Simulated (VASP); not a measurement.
# MnS (F-43m) in VASP: notebook, part 2 of 2

VASP 6.6.1. The steps go on from the part before.

## Step 3: Single point, PBEsol+U, collinear spin, ferromagnetic start

This run uses another cell than the first one, of 22.47 Å³/atom.

File INCAR:

```
PREC = Accurate ; ENCUT = 680
EDIFF = 1E-6 ; ISMEAR = -1
SIGMA = 0.05 ; LREAL = False
LASPH = True ; NELM = 200
ALGO = Normal ; ISIF = 2
LWAVE = False ; LCHARG = False
ISPIN = 2 ; MAGMOM = 4 0
LORBIT = 11 ; LMAXMIX = 4
LDAU = True ; LDAUTYPE = 2
LDAUL = 2 -1 ; LDAUU = 3 0
LDAUJ = 0 0 ; LDAUPRINT = 1
GGA = PS ; NBANDS = 22
GGA_COMPAT = False
```

File KPOINTS:

```
Automatic mesh
0
Gamma
  9 9 9
```

File POSCAR:

```
MnS
1.0
    0.0000000000      2.8219894304      2.8219894304
    2.8219894304      0.0000000000      2.8219894304
    2.8219894304      2.8219894304      0.0000000000
Mn S
1 1
Direct
    0.0000000000      0.0000000000      0.0000000000
    0.7500000000      0.7500000000      0.7500000000
```

Potentials or basis: VASP PAW PBE potentials, release 64 (Mn_sv, S).

The run is started by

```
$ cat potpaw_PBE.64/Mn_sv/POTCAR potpaw_PBE.64/S/POTCAR > POTCAR
$ mpirun -np 1 vasp_std > vasp.out
```

OUTCAR:

```text
PREC = Accurate
   ENCUT = 680
   EDIFF = 1E-6
   ISMEAR = -1
   LREAL = False
   LASPH = True
   NELM = 200
   ISIF = 2
   ISPIN = 2
   LORBIT = 11
   GGA = PS

 ion  position               nearest neighbor table
   1  0.000  0.000  0.000-   2 2.44   2 2.44   2 2.44   2 2.44
   2  0.750  0.750  0.750-   1 2.44   1 2.44   1 2.44   1 2.44

  LATTYP: Found a face centered cubic cell.
 ALAT       =     5.6439788608

  Lattice vectors:

 A1 = (   0.0000000000,   2.8219894304,   2.8219894304)
 A2 = (   2.8219894304,   0.0000000000,   2.8219894304)
 A3 = (   2.8219894304,   2.8219894304,   0.0000000000)

Analysis of symmetry for initial positions (statically):
=====================================================================
 Subroutine PRICEL returns:
 Original cell was already a primitive cell.

 Routine SETGRP: Setting up the symmetry group for a
 face centered cubic supercell.

 Subroutine GETGRP returns: Found 24 space group operations
 (whereof 24 operations were pure point group operations)
 out of a pool of 48 trial point group operations.

The static configuration has the point symmetry T_d .

Analysis of symmetry for dynamics (positions and initial velocities):
=====================================================================
 Subroutine PRICEL returns:
 Original cell was already a primitive cell.

 Routine SETGRP: Setting up the symmetry group for a
 face centered cubic supercell.

 Subroutine GETGRP returns: Found 24 space group operations
 (whereof 24 operations were pure point group operations)
 out of a pool of 48 trial point group operations.

The dynamic configuration has the point symmetry T_d .

Analysis of structural, dynamic, and magnetic symmetry:
=====================================================================
 Subroutine PRICEL returns:
 Original cell was already a primitive cell.

 Routine SETGRP: Setting up the symmetry group for a
 face centered cubic supercell.

 Subroutine GETGRP returns: Found 24 space group operations
 (whereof 24 operations were pure point group operations)
 out of a pool of 48 trial point group operations.

The overall configuration has the point symmetry T_d .

 Subroutine INISYM returns: Found 24 space group operations
 (whereof 24 operations are pure point group operations),
 and found     1 'primitive' translations

----------------------------------------------------------------------------------------

                                     Primitive cell

  volume of cell :      44.9465

  direct lattice vectors                    reciprocal lattice vectors
     0.000000000  2.821989430  2.821989430    -0.177179969  0.177179969  0.177179969
[... 111 lines left out ...]
 LDA+U is selected, type is set to LDAUTYPE =  2
   angular momentum for each species LDAUL =     2   -1
   U (eV)           for each species LDAUU =   3.0  0.0
   J (eV)           for each species LDAUJ =   0.0  0.0
   GGA     = PS    functional components
   LHFCALC =     F    Hartree Fock is set to
   AEXX    =    0.0000 exact exchange contribution
   IVDW    =     0    specifies the selected vdW correction
   LEPSILON=     F    determine dielectric tensor
   LRPA    =     F    only Hartree local field effects (RPA)
 spin polarized calculation
  energy-cutoff  :      680.00
  volume of cell :       44.95
 maximum number of plane-waves:      1837
 NGX is ok and might be reduce to    36
   NGX = 17   NGY = 17   NGZ = 17

atom =   1  type =  1  l = 2

 onsite density matrix

spin component  1

  0.8976 -0.0000  0.0000  0.0000 -0.0000
 -0.0000  0.8976  0.0000  0.0000  0.0000
  0.0000  0.0000  0.8947  0.0000 -0.0000
  0.0000  0.0000  0.0000  0.8976  0.0000
 -0.0000  0.0000 -0.0000  0.0000  0.8947

spin component  2

  0.0506  0.0000 -0.0000  0.0000  0.0000
  0.0000  0.0506 -0.0000 -0.0000  0.0000
 -0.0000 -0.0000  0.0142 -0.0000  0.0000
  0.0000 -0.0000 -0.0000  0.0506 -0.0000
  0.0000  0.0000  0.0000 -0.0000  0.0142

 occupancies and eigenvectors

  o =  0.0142  v =  0.0000  0.0000  0.0000  0.0000  0.0000  0.0000 -0.0000 -0.3768  0.0000  0.9263      0.0000  0.0000  0.0000  0.0000  0.0000  0.0000  0.0000  0.0000  0.0000  0.0000
  o =  0.0142  v =  0.0000  0.0000  0.0000  0.0000  0.0000  0.0000 -0.0000  0.9263  0.0000  0.3768      0.0000  0.0000  0.0000  0.0000  0.0000  0.0000  0.0000  0.0000  0.0000  0.0000
  o =  0.0506  v =  0.0000  0.0000  0.0000  0.0000  0.0000  1.0000  0.0000  0.0000  0.0000  0.0000      0.0000  0.0000  0.0000  0.0000  0.0000  0.0000  0.0000  0.0000  0.0000  0.0000
  o =  0.0506  v =  0.0000  0.0000  0.0000  0.0000  0.0000  0.0000  0.0419 -0.0000  0.9991 -0.0000      0.0000  0.0000  0.0000  0.0000  0.0000  0.0000  0.0000  0.0000  0.0000  0.0000
  o =  0.0506  v =  0.0000  0.0000  0.0000  0.0000  0.0000  0.0000  0.9991  0.0000 -0.0419  0.0000      0.0000  0.0000  0.0000  0.0000  0.0000  0.0000  0.0000  0.0000  0.0000  0.0000
  o =  0.8947  v =  0.0000  0.0000  0.5966 -0.0000  0.8026  0.0000  0.0000  0.0000  0.0000  0.0000      0.0000  0.0000  0.0000  0.0000  0.0000  0.0000  0.0000  0.0000  0.0000  0.0000
  o =  0.8947  v =  0.0000  0.0000  0.8026  0.0000 -0.5966  0.0000  0.0000  0.0000  0.0000  0.0000      0.0000  0.0000  0.0000  0.0000  0.0000  0.0000  0.0000  0.0000  0.0000  0.0000
  o =  0.8976  v =  1.0000  0.0000  0.0000  0.0000  0.0000  0.0000  0.0000  0.0000  0.0000  0.0000      0.0000  0.0000  0.0000  0.0000  0.0000  0.0000  0.0000  0.0000  0.0000  0.0000
  o =  0.8976  v =  0.0000 -0.0084 -0.0000 -1.0000 -0.0000  0.0000  0.0000  0.0000  0.0000  0.0000      0.0000  0.0000  0.0000  0.0000  0.0000  0.0000  0.0000  0.0000  0.0000  0.0000
  o =  0.8976  v =  0.0000 -1.0000  0.0000  0.0084  0.0000  0.0000  0.0000  0.0000  0.0000  0.0000      0.0000  0.0000  0.0000  0.0000  0.0000  0.0000  0.0000  0.0000  0.0000  0.0000

 number of electron      20.9999994 magnetization       4.9999839

 Free energy of the ion-electron system (eV)
  ---------------------------------------------------
  ext. energy  EPLUGINS =         0.00000000
  ---------------------------------------------------
  free energy    TOTEN  =       -13.73047524 eV

  energy without entropy =      -13.73047254  energy(sigma->0) =      -13.73047389

 E-fermi :   5.2507     XC(G=0):  -9.4176

 val. band max:        4.8568453435   @ k =   0.0000   0.0000   0.0000
 cond. band min:       5.7120251291   @ k =   0.4444   0.4444   0.0000
 fundamental gap:      0.8551797856
 Fermi energy:         5.2506705329

 spin component 1

 k-point     1 :       0.0000    0.0000    0.0000
  band No.  band energies     occupation
      1     -76.7541      1.00000
      2     -45.6211      1.00000
      3     -45.6211      1.00000
      4     -45.6211      1.00000
      5      -8.5980      1.00000
      6      -0.4393      1.00000
[... 1193 lines left out ...]
     21      18.9880      0.00000
     22      20.9959      0.00000

 [... further k-points ...]

------------------------ aborting loop because EDIFF is reached ----------------------------------------

  FORCE on cell =-STRESS in cart. coord.  units (eV):
  Direction    XX          YY          ZZ          XY          YZ          ZX
  --------------------------------------------------------------------------------------
  -------------------------------------------------------------------------------------
  Total       -0.1017355     -0.1017355     -0.1017355      0.0000000      0.0000000      0.0000000
  in kB       -3.6264953     -3.6264953     -3.6264953      0.0000000      0.0000000      0.0000000
  external PRESSURE =      -3.6264953 kB  Pullay stress =       0.0000000 kB

 VOLUME and BASIS-vectors are now :
 -----------------------------------------------------------------------------
  energy-cutoff  :      680.00
  volume of cell :       44.95
      direct lattice vectors                 reciprocal lattice vectors
     0.000000000  2.821989430  2.821989430    -0.177179969  0.177179969  0.177179969
     2.821989430  0.000000000  2.821989430     0.177179969 -0.177179969  0.177179969
     2.821989430  2.821989430  0.000000000     0.177179969  0.177179969 -0.177179969

 POSITION                                       TOTAL-FORCE (eV/Angst)
 -----------------------------------------------------------------------------------
      0.00000      0.00000      0.00000        -0.000000     -0.000000     -0.000000
      4.23298      4.23298      4.23298         0.000000      0.000000      0.000000
 -----------------------------------------------------------------------------------
    total drift:                                0.000000      0.000000      0.000000

  FREE ENERGIE OF THE ION-ELECTRON SYSTEM (eV)
  ---------------------------------------------------
  free  energy   TOTEN  =       -13.7304752397 eV

  energy  without entropy=      -13.7304725440  energy(sigma->0) =      -13.73047389

 total charge

# of ion       s       p       d       tot
------------------------------------------
    1        2.154   6.024   4.641  12.818
    2        1.307   2.445   0.000   3.752
--------------------------------------------------
tot          3.461   8.469   4.641  16.571

 magnetization (x)

# of ion       s       p       d       tot
------------------------------------------
    1        0.035   0.027   4.286   4.347
    2        0.008   0.032   0.000   0.040
--------------------------------------------------
tot          0.042   0.059   4.286   4.387
```

stdout:

```text
POSCAR found type information on POSCAR MnS
 POSCAR found :  2 types and       2 ions
 scaLAPACK will be used
 -----------------------------------------------------------------------------
|                                                                             |
|                                                                             |
|     You enforced a specific xc type in the INCAR file but a different       |
|     I HOPE YOU KNOW WHAT YOU ARE DOING!                                     |
|                                                                             |
 -----------------------------------------------------------------------------

 LDA part: xc-table for (Slater+PW92), standard interpolation
 POSCAR, INCAR and KPOINTS ok, starting setup
 FFT: planning ... GRIDC
 FFT: planning ... GRID_SOFT
 FFT: planning ... GRID
 WAVECAR not read
 entering main loop
```

Wall time 3 min (1 thread of AMD EPYC 7R43 (Zen 3), shared host); peak memory 0.25 GiB.

What came out:

```
Free energy                                           : -13.7305 eV
Pressure                                              : -0.4 GPa
Band gap on the k mesh                                : 0.86 eV (least direct gap 0.99 eV)
Net moment                                            : 5.00 μB per cell
Site moments                                          : Mn +4.35; S +0.04 μB
Valence electrons inside the program's atomic spheres : Mn 12.82; S 3.75
```

Levels at points of the mesh, in eV from the valence-band top:
Spin up:
| k point | band 10 | band 11 | band 12 | band 13 | band 14 | band 15 | band 16 | band 17 |
| --- | --- | --- | --- | --- | --- | --- | --- | --- |
| (0.00, 0.00, 0.00) | -4.09 | 0.00 | 0.00 | 0.00 | 0.99 | 5.94 | 5.94 | 5.94 |
Spin down:
| k point | band 6 | band 7 | band 8 | band 9 | band 10 | band 11 |
| --- | --- | --- | --- | --- | --- | --- |
| (0.00, 0.00, 0.00) | -2.71 | -2.71 | -2.71 | 1.95 | 2.23 | 2.23 |

Eigenvalues of the final occupation matrices:
```
    site  spin  trace               eigenvalues
site 1 d     1   4.48  0.89 0.89 0.90 0.90 0.90
site 1 d     2   0.18  0.01 0.01 0.05 0.05 0.05
```

Caveat: the PAW data sets were made with another functional, which shifts forces and pressure a little; an odd mesh through Γ misses points on the zone boundary, where band edges can lie; a cell with one magnetic atom can't hold antiferromagnetic order, which such compounds often take. The state reached can hang on the start; a lower one may exist.

## Step 4: Single point, PBEsol+U, collinear spin, ferromagnetic start

This run uses another cell than the first one, of 21.87 Å³/atom.

File INCAR:

```
SYSTEM = MnS
ALGO     = Normal         ! electronic algorithm
EDIFF    = 1E-6           ! SCF threshold, eV
ENCUT    = 680            ! plane-wave cutoff, eV
GGA      = PS             ! functional
GGA_COMPAT= .False.      
ISIF     = 2              ! what is computed and relaxed
ISMEAR   = -1             ! smearing method
ISPIN    = 2              ! spin polarisation
LASPH    = .True.         ! aspherical terms in the spheres
LCHARG   = .False.        ! write CHGCAR
LDAU     = .True.         ! DFT+U
LDAUJ    = 0 0          
LDAUL    = 2 -1           ! shell
LDAUPRINT= 1            
LDAUTYPE = 2            
LDAUU    = 1 0            ! U, eV
LMAXMIX  = 4              ! l up to which the mixer works
LORBIT   = 11             ! projections on sites
LREAL    = .False.        ! projectors in reciprocal space
LWAVE    = .False.        ! write WAVECAR
MAGMOM   = 4 0            ! initial moments
NBANDS   = 22             ! bands
NELM     = 200            ! most SCF steps
PREC     = Accurate       ! precision mode
SIGMA    = 0.05           ! smearing width, eV
```

File KPOINTS:

```
k-points
0
Gamma
  9 9 9
  0 0 0
```

File POSCAR:

```
MnS
1.0
    0.0000000000      2.7966902180      2.7966902180
    2.7966902180      0.0000000000      2.7966902180
    2.7966902180      2.7966902180      0.0000000000
Mn S
1 1
Direct
    0.0000000000      0.0000000000      0.0000000000
    0.7500000000      0.7500000000      0.7500000000
```

The run is started by

```
$ cat potpaw_PBE.64/Mn_sv/POTCAR potpaw_PBE.64/S/POTCAR > POTCAR
$ mpirun -np 1 vasp_std > vasp.out
```

Wall time 58 s (1 thread of Intel Xeon 6975P-C (Granite Rapids), shared host); peak memory 0.27 GiB.

It converged, with:

- Free energy: -14.4284 eV
- Pressure: -0.3 GPa
- Band gap on the k mesh: 0.05 eV (least direct gap 0.71 eV)
- Net moment: 4.99 μB per cell
- Site moments: Mn +4.20; S +0.07 μB
- Valence electrons inside the program's atomic spheres: Mn 12.80; S 3.75

Levels at points of the mesh, in eV from the valence-band top:
Spin up:
```csv
k point,band 9,band 10,band 11,band 12,band 13,band 14,band 15,band 16,band 17,band 18
"(0.00, 0.00, 0.00)",-3.69,-3.69,0.00,0.00,0.00,0.71,5.62,5.62,5.62,10.46
```
Spin down:
```
           k point  band 4  band 5  band 6  band 7  band 8  band 9  band 10  band 11  band 12  band 13
(0.00, 0.00, 0.00)  -46.12  -13.68   -3.32   -3.32   -3.32    1.08     1.08     1.72     3.28     3.28
```

Eigenvalues of the final occupation matrices:
```tsv
site	spin	trace	eigenvalues
site 1 d	1	4.39	0.88 0.88 0.88 0.88 0.88
site 1 d	2	0.24	0.02 0.02 0.07 0.07 0.07
```

Caveat: the smearing spreads over this small gap; the PAW data sets were made with another functional, which shifts forces and pressure a little; an odd mesh through Γ misses points on the zone boundary, where band edges can lie; a cell with one magnetic atom can't hold antiferromagnetic order, which such compounds often take.

## Step 5: Single point, PBEsol+U, collinear spin, ferromagnetic start

This run uses another cell than the first one, of 22.19 Å³/atom.

File INCAR:

```
SYSTEM = MnS
ALGO = Normal ; EDIFF = 1E-6
ENCUT = 680 ; GGA = PS
GGA_COMPAT = .FALSE. ; ISIF = 2
ISMEAR = -1 ; ISPIN = 2
LASPH = .TRUE. ; LCHARG = .TRUE.
LDAU = .TRUE. ; LDAUJ = 0 0
LDAUL = 2 -1 ; LDAUPRINT = 1
LDAUTYPE = 2 ; LDAUU = 2 0
LELF = .TRUE. ; LMAXMIX = 4
LORBIT = 11 ; LREAL = .FALSE.
LVHAR = .TRUE. ; LWAVE = .FALSE.
MAGMOM = 4 0 ; NBANDS = 22
NELM = 200 ; PREC = Accurate
SIGMA = 0.05
```

File KPOINTS:

```
k-points
0
G
  9 9 9
  0 0 0
```

File POSCAR:

```
MnS
1.0
    0.0000000000      2.8099823506      2.8099823506
    2.8099823506      0.0000000000      2.8099823506
    2.8099823506      2.8099823506      0.0000000000
Mn S
1 1
Direct
    0.0000000000      0.0000000000      0.0000000000
    0.7500000000      0.7500000000      0.7500000000
```

The run is started by

```
$ cat potpaw_PBE.64/Mn_sv/POTCAR potpaw_PBE.64/S/POTCAR > POTCAR
$ mpirun -np 1 vasp_std > vasp.out
```

It took 93 s on 1 thread of Intel Xeon Platinum 8259CL at 2.50GHz (Skylake/Cascade Lake), shared host; peak memory 0.28 GiB.

The run converged. Its results:

```yaml
Free_energy: -14.0638 eV
Pressure: -0.3 GPa
Band_gap_on_the_k_mesh: 0.47 eV (least direct gap 0.85 eV)
Net_moment: 5.00 μB per cell
Site_moments: Mn +4.28; S +0.06 μB
Valence_electrons_inside_the_program's_atomic_spheres: Mn 12.81; S 3.75
```

Levels at points of the mesh, in eV from the valence-band top:
Spin up:
```tsv
k point	band 10	band 11	band 12	band 13	band 14	band 15	band 16	band 17
(0.00, 0.00, 0.00)	-3.88	0.00	0.00	0.00	0.85	5.79	5.79	5.79
```
Spin down:
| k point | band 5 | band 6 | band 7 | band 8 | band 9 | band 10 | band 11 | band 12 |
| --- | --- | --- | --- | --- | --- | --- | --- | --- |
| (0.00, 0.00, 0.00) | -13.42 | -3.00 | -3.00 | -3.00 | 1.66 | 1.66 | 1.85 | 3.77 |

Eigenvalues of the final occupation matrices:
```
    site  spin  trace               eigenvalues
site 1 d     1   4.44  0.89 0.89 0.89 0.89 0.89
site 1 d     2   0.21  0.02 0.02 0.06 0.06 0.06
```

Caveat: the PAW data sets were made with another functional, which shifts forces and pressure a little; an odd mesh through Γ misses points on the zone boundary, where band edges can lie; a cell with one magnetic atom can't hold antiferromagnetic order, which such compounds often take.

## Step 6: The runs side by side

```tsv
task	level	potentials or basis	U	cell	k mesh	cutoff (eV)	gap on the mesh (eV)	pressure (GPa)	moment (μB)
vibrations by perturbation theory	PBEsol	VASP PAW PBE potentials, release 64 (Mn_pv, S)	-	a = 3.498 Å, angles 60.0°, 2 atoms	7 × 7 × 7	520	-	-	0.26
single point	PBEsol+U	VASP PAW PBE potentials, release 64 (Mn_sv, S)	Mn d U = 3.0 eV	a = 3.991 Å, angles 60.0°, 2 atoms	9 × 9 × 9	680	0.86	-0.4	5.00
single point	PBEsol+U	VASP PAW PBE potentials, release 64 (Mn_sv, S)	Mn d U = 1.0 eV	a = 3.955 Å, angles 60.0°, 2 atoms	9 × 9 × 9	680	0.05	-0.3	4.99
single point	PBEsol+U	VASP PAW PBE potentials, release 64 (Mn_sv, S)	Mn d U = 2.0 eV	a = 3.974 Å, angles 60.0°, 2 atoms	9 × 9 × 9	680	0.47	-0.3	5.00
```

Alike in all rows: spin collinear, ferromagnetic start; smearing fermi-dirac 0.05 eV.

Caveats: the PAW data sets were made with another functional, which shifts forces and pressure a little; an odd mesh through Γ misses points on the zone boundary, where band edges can lie (at least some runs); a cell with one magnetic atom can't hold antiferromagnetic order, which such compounds often take (at least some runs); the cell stands under pressure or tension, which shifts response properties (at least some runs); the smearing spreads over this small gap (at least some runs).

Absolute energies hang on the potentials; compare differences alone.

The gap in the log of VASP goes by the Fermi energy; the results here count the filled bands.